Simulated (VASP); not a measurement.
# BAs (P6_3/mmc) in VASP: notebook

BAs is run at these levels: r2SCAN, PBE; tasks: single point.

Everything below comes from runs of VASP 6.6.1. Logs are shortened: lines on timing, memory, paths and dates and some standing lists are left out, and cuts for length are marked.

## (1) The cell of the first run

It takes space group P6_3/mmc (No. 194, hexagonal). Conventional cell: a = 3.297 Å, b = 3.297 Å, c = 8.566 Å, α = 90.00°, β = 90.00°, γ = 120.00°. Within 2.5 Å of B (site symmetry -6m2) lie 3 As at 1.90 Å. As (site symmetry -6m2) has 3 B at 1.90 Å within 2.5 Å.

## (2) Single point, r2SCAN (volume changed by -6%)

File POSCAR:

```
BAs
1.0
    3.2971474313      0.0000000000      0.0000000000
   -1.6485737157      2.8554134355      0.0000000000
    0.0000000000      0.0000000000      8.5660777964
B As
2 2
Direct
    0.3333333333      0.6666666667      0.2500000000
    0.6666666667      0.3333333333      0.7500000000
    0.6666666667      0.3333333333      0.2500000000
    0.3333333333      0.6666666667      0.7500000000
```

File INCAR.step1:

```
PREC = Accurate
ENCUT = 520
ISMEAR = 0
SIGMA = 0.01
LREAL = F
LASPH = T
NELM = 100
NBANDS = 16
GGA = PE
ALGO = Normal
EDIFF = 1E-4
LWAVE = T
LCHARG = F
```

File INCAR.step2:

```
PREC = Accurate
ENCUT = 520
EDIFF = 1E-6
ISMEAR = 0
SIGMA = 0.01
LREAL = F
LASPH = T
NELM = 100
ALGO = Normal
ISIF = 2
LWAVE = F
LCHARG = F
METAGGA = R2SCAN
LMIXTAU = T
NBANDS = 16
ISTART = 1
```

File KPOINTS:

```
regular mesh
0
Gamma
  9 9 4
```

Potentials or basis: VASP PAW PBE potentials, release 64 (B, As).

The run is started by

```bash
$ cat potpaw_PBE.64/B/POTCAR potpaw_PBE.64/As/POTCAR > POTCAR
$ cp INCAR.step1 INCAR
$ mpirun -np 1 vasp_std > vasp.out
$ cp INCAR.step2 INCAR
$ mpirun -np 1 vasp_std > vasp.out
```

OUTCAR:

```text
PREC = Accurate
   ENCUT = 520
   EDIFF = 1E-6
   ISMEAR = 0
   LREAL = F
   LASPH = T
   NELM = 100
   ISIF = 2
   METAGGA = R2SCAN
   ISTART = 1

 ion  position               nearest neighbor table
   1  0.333  0.667  0.250-   3 1.90   3 1.90   3 1.90
   2  0.667  0.333  0.750-   4 1.90   4 1.90   4 1.90
   3  0.667  0.333  0.250-   1 1.90   1 1.90   1 1.90
   4  0.333  0.667  0.750-   2 1.90   2 1.90   2 1.90

  LATTYP: Found a hexagonal cell.
 ALAT       =     3.2971474313
 C/A-ratio  =     2.5980269232

  Lattice vectors:

 A1 = (   3.2971474313,   0.0000000000,   0.0000000000)
 A2 = (  -1.6485737157,   2.8554134355,   0.0000000000)
 A3 = (   0.0000000000,   0.0000000000,   8.5660777964)

Analysis of symmetry for initial positions (statically):
[... 10 lines left out ...]

The static configuration has the point symmetry D_3d.
 The point group associated with its full space group is D_6h.

Analysis of symmetry for dynamics (positions and initial velocities):
[... 10 lines left out ...]

The dynamic configuration has the point symmetry D_3d.
 The point group associated with its full space group is D_6h.

 Subroutine INISYM returns: Found 24 space group operations
[... 5 lines left out ...]
                                     Primitive cell

  volume of cell :      80.6472

  direct lattice vectors                    reciprocal lattice vectors
     3.297147431  0.000000000  0.000000000     0.303292474  0.175105991  0.000000000
    -1.648573716  2.855413436  0.000000000     0.000000000  0.350211982  0.000000000
     0.000000000  0.000000000  8.566077796     0.000000000  0.000000000  0.116739542

  length of vectors
     3.297147431  3.297147431  8.566077796     0.350211982  0.350211982  0.116739542

  position of ions in fractional coordinates (direct lattice)
     0.333333333  0.666666667  0.250000000
     0.666666667  0.333333333  0.750000000
     0.666666667  0.333333333  0.250000000
     0.333333333  0.666666667  0.750000000

  ion indices of the primitive-cell ions
   primitive index   ion index
                 1           1
                 2           2
                 3           3
                 4           4

----------------------------------------------------------------------------------------

 KPOINTS: regular mesh

Automatic generation of k-mesh.
 Grid dimensions read from file:
 generate k-points for:    9    9    4

 Generating k-lattice:

  Cartesian coordinates                     Fractional coordinates (reciprocal lattice)
     0.033699164  0.019456221  0.000000000     0.111111111  0.000000000  0.000000000
     0.000000000  0.038912442  0.000000000     0.000000000  0.111111111  0.000000000
     0.000000000  0.000000000  0.029184886     0.000000000  0.000000000  0.250000000

  Length of vectors
     0.038912442  0.038912442  0.029184886

  Shift w.r.t. Gamma in fractional coordinates (k-lattice)
     0.000000000  0.000000000  0.000000000

 Subroutine IBZKPT returns following result:
 ===========================================

 Found     36 irreducible k-points:

 Following reciprocal coordinates:
            Coordinates               Weight
  0.000000  0.000000  0.000000      1.000000
  0.111111  0.000000  0.000000      6.000000
  0.222222  0.000000  0.000000      6.000000
  0.333333  0.000000  0.000000      6.000000
  0.444444  0.000000  0.000000      6.000000
  0.111111  0.111111  0.000000      6.000000
[... 16 lines left out ...]
  0.333333  0.222222  0.250000     24.000000
  0.333333  0.333333  0.250000      4.000000
 [... further k-points ...]
   k-points           NKPTS =     36   k-points in BZ     NKDIM =     36   number of bands    NBANDS=     16
   number of dos      NEDOS =    301   number of ions     NIONS =      4
   total plane-waves  NPLWV =  50176
   dimension x,y,z NGX =    28 NGY =   28 NGZ =   64
   dimension x,y,z NGXF=    56 NGYF=   56 NGZF=  128
   ions per type =               2   2
   NGX,Y,Z   is equivalent  to a cutoff of  14.12, 14.12, 12.42 a.u.
   NGXF,Y,Z  is equivalent  to a cutoff of  28.24, 28.24, 24.84 a.u.
 SYSTEM =  unknown system
   PREC   = accura    normal or accurate (medium, high low for compatibility)
   ISTART =      1    job   : 0-new  1-cont  2-samecut
   ICHARG =      0    charge: 1-file 2-atom 10-const
   ISPIN  =      1    spin polarized calculation?
   LNONCOLLINEAR =      F non collinear calculations
   LSORBIT =      F    spin-orbit coupling
   LASPH  =      T    aspherical Exc in radial PAW
   ENCUT  =  520.0 eV  38.22 Ry    6.18 a.u.   6.13  6.13 15.93*2*pi/ulx,y,z
   NELM   =    100;   NELMIN=  2; NELMDL=  0     # of ELM steps
   EDIFF  = 0.1E-05   stopping-criterion for ELM
   LREAL  =      F    real-space projection
   EDIFFG = 0.1E-04   stopping-criterion for IOM
   NSW    =      0    number of steps for IOM
   IBRION =     -1    ionic relax: 0-MD 1-quasi-New 2-CG
   NFREE  =      0    steps in history (QN), initial steepest desc. (CG)
   ISIF   =      2    stress and relaxation
   ISYM   =      2    0-nonsym 1-usesym 2-fastsym
   POTIM  = 0.5000    time-step for ionic-motion
   TEBEG  =    0.0;   TEEND  =   0.0 temperature during run
   PSTRESS=    0.0 pullay stress
   NELECT =      16.0000    total number of electrons
   NUPDOWN=      -1.0000    fix difference up-down
   EMIN   =  10.00;   EMAX   =-10.00  energy-range for DOS
   EFERMI =   0.00;   METHOD = LEGACY
   ISMEAR =     0;   SIGMA  =   0.01  broadening in eV -4-tet -1-fermi 0-gaus
   EFERMI_NEDOS =   21; number of points for ismear=-14 and -15
   IALGO  =     38    algorithm
   IMIX   =      4    mixing-type and parameters
     AMIX     =   0.40;   BMIX     =  1.00
     AMIX_MAG =   1.60;   BMIX_MAG =  1.00
  volume/ion in A,a.u.               =      20.16       136.06
  Fermi-wavevector in a.u.,A,eV,Ry     =   0.954813  1.804335 12.403997  0.911668
  Thomas-Fermi vector in A             =   2.083594
   LORBIT       =      0    0 simple, 1 ext, 2 COOP (PROOUT), +10 PAW based schemes
   METAGGA = R2SCAN    functional components
   LHFCALC =     F    Hartree Fock is set to
   AEXX    =    0.0000 exact exchange contribution
   IVDW    =     0    specifies the selected vdW correction
   LEPSILON=     F    determine dielectric tensor
   LRPA    =     F    only Hartree local field effects (RPA)
 non-spin polarized calculation
 Gauss-broadening in eV      SIGMA  =   0.01
  energy-cutoff  :      520.00
  volume of cell :       80.65
 maximum number of plane-waves:      2202
 NGX is ok and might be reduce to    28
   NGX = 13   NGY = 13   NGZ = 31

 number of electron      16.0000000 magnetization

 Free energy of the ion-electron system (eV)
  ---------------------------------------------------
  ext. energy  EPLUGINS =         0.00000000
  ---------------------------------------------------
  free energy    TOTEN  =       -42.79090224 eV

  energy without entropy =      -42.79090224  energy(sigma->0) =      -42.79090224

 E-fermi :   2.1155     XC(G=0):  -8.8712

 val. band max:        2.0715624034   @ k =   0.3333   0.3333   0.5000
 cond. band min:       2.9692809669   @ k =   0.3333   0.3333   0.5000
 fundamental gap:      0.8977185635
 Fermi energy:         2.1155163239

 k-point     1 :       0.0000    0.0000    0.0000
  band No.  band energies     occupation
      1     -12.8733      2.00000
      2     -12.7472      2.00000
      3      -2.9662      2.00000
      4      -1.6557      2.00000
      5       0.5697      2.00000
      6       0.5697      2.00000
[... 8 lines left out ...]
     15       7.5377      0.00000
     16      10.3178      0.00000

 k-point     2 :       0.1111    0.0000    0.0000
  band No.  band energies     occupation
      1     -12.6794      2.00000
      2     -12.5546      2.00000
      3      -2.7456      2.00000
      4      -1.4414      2.00000
      5      -0.5479      2.00000
      6      -0.4914      2.00000
[... 8 lines left out ...]
     15       8.7828      0.00000
     16       9.7952      0.00000

 k-point     3 :       0.2222    0.0000    0.0000
  band No.  band energies     occupation
      1     -12.1084      2.00000
      2     -11.9878      2.00000
      3      -2.7434      2.00000
      4      -2.6673      2.00000
      5      -2.0938      2.00000
      6      -0.8116      2.00000
[... 8 lines left out ...]
     15      10.4068      0.00000
     16      10.4672      0.00000

 k-point     4 :       0.3333    0.0000    0.0000
  band No.  band energies     occupation
      1     -11.2120      2.00000
      2     -11.1011      2.00000
      3      -4.9562      2.00000
      4      -4.8702      2.00000
      5      -1.3628      2.00000
      6      -1.3124      2.00000
[... 8 lines left out ...]
     15      11.6585      0.00000
     16      12.9790      0.00000

 k-point     5 :       0.4444    0.0000    0.0000
  band No.  band energies     occupation
      1     -10.2384      2.00000
      2     -10.1545      2.00000
      3      -6.6162      2.00000
      4      -6.5395      2.00000
      5      -1.7501      2.00000
      6      -1.6985      2.00000
[... 8 lines left out ...]
     15      11.4838      0.00000
     16      13.5659      0.00000

 k-point     6 :       0.1111    0.1111    0.0000
  band No.  band energies     occupation
      1     -12.2966      2.00000
      2     -12.1745      2.00000
      3      -2.3089      2.00000
      4      -1.9788      2.00000
      5      -1.9105      2.00000
      6      -1.0187      2.00000
[... 8 lines left out ...]
     15       9.0551      0.00000
     16      10.7342      0.00000

 k-point     7 :       0.2222    0.1111    0.0000
  band No.  band energies     occupation
      1     -11.5572      2.00000
      2     -11.4419      2.00000
      3      -3.9504      2.00000
      4      -3.8707      2.00000
      5      -1.6969      2.00000
      6      -1.6341      2.00000
[... 8 lines left out ...]
     15      10.1034      0.00000
     16      10.7901      0.00000

 k-point     8 :       0.3333    0.1111    0.0000
  band No.  band energies     occupation
      1     -10.5725      2.00000
      2     -10.4735      2.00000
      3      -5.8466      2.00000
      4      -5.7644      2.00000
      5      -2.3440      2.00000
      6      -2.2772      2.00000
[... 8 lines left out ...]
     15      11.1388      0.00000
     16      12.5694      0.00000

 k-point     9 :       0.4444    0.1111    0.0000
  band No.  band energies     occupation
      1      -9.9185      2.00000
      2      -9.8536      2.00000
      3      -6.8033      2.00000
      4      -6.7402      2.00000
      5      -2.5627      2.00000
      6      -2.4948      2.00000
[... 8 lines left out ...]
     15      10.0575      0.00000
     16      12.6672      0.00000
[... 172 lines left out ...]
 k-point    19 :       0.2222    0.1111    0.2500
  band No.  band energies     occupation
      1     -11.5408      2.00000
      2     -11.4592      2.00000
      3      -3.9393      2.00000
      4      -3.8829      2.00000
      5      -1.6879      2.00000
      6      -1.6435      2.00000
[... 8 lines left out ...]
     15      10.0746      0.00000
     16      10.4647      0.00000

 k-point    20 :       0.3333    0.1111    0.2500
  band No.  band energies     occupation
      1     -10.5583      2.00000
      2     -10.4883      2.00000
      3      -5.8352      2.00000
      4      -5.7770      2.00000
      5      -2.3344      2.00000
      6      -2.2872      2.00000
[... 8 lines left out ...]
     15      11.2590      0.00000
     16      12.4419      0.00000

 k-point    21 :       0.4444    0.1111    0.2500
  band No.  band energies     occupation
      1      -9.9090      2.00000
      2      -9.8631      2.00000
      3      -6.7950      2.00000
      4      -6.7503      2.00000
      5      -2.5529      2.00000
      6      -2.5049      2.00000
[... 8 lines left out ...]
     15      10.3892      0.00000
     16      12.5077      0.00000

 k-point    22 :       0.2222    0.2222    0.2500
  band No.  band energies     occupation
      1     -10.6901      2.00000
      2     -10.6171      2.00000
      3      -5.2011      2.00000
      4      -5.1472      2.00000
      5      -3.0639      2.00000
      6      -3.0079      2.00000
[... 8 lines left out ...]
     15      10.0873      0.00000
     16      10.1114      0.00000

 k-point    23 :       0.3333    0.2222    0.2500
  band No.  band energies     occupation
      1      -9.7999      2.00000
      2      -9.7515      2.00000
      3      -6.3584      2.00000
      4      -6.3164      2.00000
      5      -3.8044      2.00000
      6      -3.7432      2.00000
[... 8 lines left out ...]
     15      10.7353      0.00000
     16      11.4384      0.00000

 k-point    24 :       0.3333    0.3333    0.2500
  band No.  band energies     occupation
      1      -9.3858      2.00000
      2      -9.3858      2.00000
      3      -6.4780      2.00000
      4      -6.4780      2.00000
      5      -4.5335      2.00000
      6      -4.4647      2.00000
[... 8 lines left out ...]
     15      11.6100      0.00000
     16      12.3026      0.00000

 [... further k-points ...]
[... 5 lines left out ...]
  --------------------------------------------------------------------------------------
  -------------------------------------------------------------------------------------
  Total        4.8397200      4.8397200      0.0513377     -0.0000000      0.0000000      0.0000000
  in kB       96.1482628     96.1482628      1.0199004     -0.0000000      0.0000000      0.0000000
  external PRESSURE =      64.4388087 kB  Pullay stress =       0.0000000 kB

 VOLUME and BASIS-vectors are now :
 -----------------------------------------------------------------------------
  energy-cutoff  :      520.00
  volume of cell :       80.65
      direct lattice vectors                 reciprocal lattice vectors
     3.297147431  0.000000000  0.000000000     0.303292474  0.175105991  0.000000000
    -1.648573716  2.855413436  0.000000000     0.000000000  0.350211982  0.000000000
     0.000000000  0.000000000  8.566077796     0.000000000  0.000000000  0.116739542

 POSITION                                       TOTAL-FORCE (eV/Angst)
 -----------------------------------------------------------------------------------
     -0.00000      1.90361      2.14152        -0.000000      0.000000      0.000000
      1.64857      0.95180      6.42456         0.000000     -0.000000      0.000000
      1.64857      0.95180      2.14152         0.000000     -0.000000      0.000000
     -0.00000      1.90361      6.42456        -0.000000      0.000000      0.000000
 -----------------------------------------------------------------------------------
    total drift:                                0.000000     -0.000000      0.000000

  FREE ENERGIE OF THE ION-ELECTRON SYSTEM (eV)
  ---------------------------------------------------
  free  energy   TOTEN  =       -42.7909022375 eV

  energy  without entropy=      -42.7909022375  energy(sigma->0) =      -42.79090224
```

It took 1.9 min on 1 thread of AMD EPYC 9R45 (Zen 5), shared host; peak memory 0.21 GiB.

What came out:

```yaml
Free_energy: -42.7909 eV
Pressure: 6.4 GPa
Band_gap_on_the_k_mesh: 0.90 eV, direct
```

Stress tensor (GPa, compression positive):
```
9.61 0.00 0.00
0.00 9.61 0.00
0.00 0.00 0.10
```

Levels at points of the mesh, in eV from the valence-band top:
```tsv
k point	band 6	band 7	band 8	band 9	band 10	band 11
(0.00, 0.00, 0.00)	-1.50	-1.46	-1.46	3.50	5.12	5.37
(0.00, 0.00, 0.50)	-1.48	-1.48	-1.48	5.07	5.07	5.42
```

Caveat: the PAW data sets were made with another functional, which shifts forces and pressure a little. A k mesh can miss the band edges.

## (3) Single point, r2SCAN (volume changed by -3%)

File POSCAR:

```
BAs
1.0
    3.3318567971      0.0000000000      0.0000000000
   -1.6659283986      2.8854726280      0.0000000000
    0.0000000000      0.0000000000      8.6562536631
B As
2 2
Direct
    0.3333333333      0.6666666667      0.2500000000
    0.6666666667      0.3333333333      0.7500000000
    0.6666666667      0.3333333333      0.2500000000
    0.3333333333      0.6666666667      0.7500000000
```

File INCAR.step1:

```
SYSTEM = BAs
  PREC = Accurate
  ENCUT = 520
  ISMEAR = 0
  SIGMA = 0.01
  LREAL = .False.
  LASPH = .True.
  NELM = 100
  NBANDS = 16
  GGA = PE
  ALGO = Normal
  EDIFF = 1E-4
  LWAVE = .True.
  LCHARG = .False.
```

File INCAR.step2:

```
SYSTEM = BAs
  PREC = Accurate
  ENCUT = 520
  EDIFF = 1E-6
  ISMEAR = 0
  SIGMA = 0.01
  LREAL = .False.
  LASPH = .True.
  NELM = 100
  ALGO = Normal
  ISIF = 2
  LWAVE = .False.
  LCHARG = .False.
  METAGGA = R2SCAN
  LMIXTAU = .True.
  NBANDS = 16
  ISTART = 1
```

File KPOINTS:

```
Automatic mesh
0
Gamma
  9 9 4
  0 0 0
```

Potentials or basis: VASP PAW PBE potentials, release 64 (B, As).

The run is started by

```bash
$ cat potpaw_PBE.64/B/POTCAR potpaw_PBE.64/As/POTCAR > POTCAR
$ cp INCAR.step1 INCAR
$ mpirun -np 1 vasp_std > vasp.out
$ cp INCAR.step2 INCAR
$ mpirun -np 1 vasp_std > vasp.out
```

Run time: 1.9 min. Hardware: 1 thread of AMD EPYC 9R45 (Zen 5), shared host; peak memory 0.21 GiB.

It converged, with:

| Property | Result |
| --- | --- |
| Free energy | -42.8673 eV |
| Pressure | 3.1 GPa |
| Band gap on the k mesh | 0.93 eV, direct |

Stress tensor (GPa, compression positive):
```
4.64 0.00 0.00
0.00 4.64 0.00
0.00 0.00 0.00
```

Levels at points of the mesh, in eV from the valence-band top:
| k point | band 6 | band 7 | band 8 | band 9 | band 10 | band 11 |
| --- | --- | --- | --- | --- | --- | --- |
| (0.00, 0.00, 0.00) | -1.53 | -1.50 | -1.50 | 3.54 | 4.72 | 5.00 |
| (0.00, 0.00, 0.50) | -1.52 | -1.52 | -1.52 | 4.75 | 4.75 | 5.30 |

Caveat: the PAW data sets were made with another functional, which shifts forces and pressure a little. A k mesh can miss the band edges.

[end of part 1 of 2]
